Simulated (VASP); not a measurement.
The system is HfB.

```
Hf B
1.0
     0.00000    2.26284    2.26284
     2.26284    0.00000    2.26284
     2.26284    2.26284    0.00000
Hf B
1 1
Direct
  0.50000 0.50000 0.50000
  0.00000 0.00000 0.00000
```

Base run:

* Program: VASP 6.6.1
* Functional: PBE
* Potentials or basis: VASP PAW PBE potentials, release 64 (Hf_pv, B)
* Cutoff: 520 eV
* k mesh: 10 × 10 × 10
* Occupations: fermi-dirac, width 0.05 eV
* Spin: no spin polarisation

Its results: pressure 49.9 GPa.

Q: The run is repeated on the same cell with these changes: functional from PBE to HSE06; k mesh from 10 × 10 × 10 to 6 × 6 × 6. What comes out?

A: Pressure 47.5 GPa.

Several settings changed at once, so the effect can't be laid on one alone.

Caveats: some runs use coarse meshes; the PAW data sets were made with another functional, which shifts forces and pressure a little (some runs).
